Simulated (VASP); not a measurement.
Set up this calculation in VASP 6.6.1, as the native input.

```
Task                   : single point
Functional             : PBE
Potentials or basis    : VASP PAW PBE potentials, release 64 (Mg, Ga_d, O)
Cutoff                 : 600 eV
k mesh                 : 6 × 6 × 6
Occupations            : methfessel-paxton, width 0.01 eV
Spin                   : no spin polarisation
Dipole correction      : no
Further INCAR settings : ALGO = Normal; EDIFF = 1e-06; NBANDS = 65
```

The structure of MgGa2O4 lies in POSCAR:

```
MgGa2O4
1.0
    0.0000000000      4.1769300000      4.1769300000
    4.1769300000      0.0000000000      4.1769300000
    4.1769300000      4.1769300000      0.0000000000
Mg Ga O
2 4 8
Direct
    0.5000000000      0.5000000000      0.5000000000
    0.7500000000      0.7500000000      0.7500000000
    0.1250000000      0.1250000000      0.6250000000
    0.1250000000      0.6250000000      0.1250000000
    0.6250000000      0.1250000000      0.1250000000
    0.1250000000      0.1250000000      0.1250000000
    0.8862000000      0.3414100000      0.8862000000
    0.3638000000      0.3638000000      0.9085900000
    0.3638000000      0.3638000000      0.3638000000
    0.9085900000      0.3638000000      0.3638000000
    0.8862000000      0.8862000000      0.8862000000
    0.3414100000      0.8862000000      0.8862000000
    0.3638000000      0.9085900000      0.3638000000
    0.8862000000      0.8862000000      0.3414100000
```

The input as run:

INCAR

```
SYSTEM = MgGa2O4
PREC = Accurate
ENCUT = 600
EDIFF = 1E-6
ISMEAR = 1
SIGMA = 0.01
LREAL = .FALSE.
LASPH = .TRUE.
NELM = 120
ALGO = Normal
ISIF = 2
LWAVE = .FALSE.
LCHARG = .FALSE.
GGA = PE
NBANDS = 65
GGA_COMPAT = .FALSE.
```

KPOINTS

```
regular mesh
0
G
  6 6 6
  0 0 0
```

Potentials or basis: VASP PAW PBE potentials, release 64 (Mg, Ga_d, O).

Run with:

```sh
$ cat potpaw_PBE.64/Mg/POTCAR potpaw_PBE.64/Ga_d/POTCAR potpaw_PBE.64/O/POTCAR > POTCAR
$ mpirun -np 1 vasp_std > vasp.out
```

Results of the run:

The pressure is 6.8 GPa and the largest force is 0.320 eV/Å. The band gap on the k mesh is 3.39 eV.

Caveat: the cell stands under pressure.

It took 14 min on 1 thread of Intel Xeon 8259CL, with other jobs on the host, peak memory 0.51 GiB.
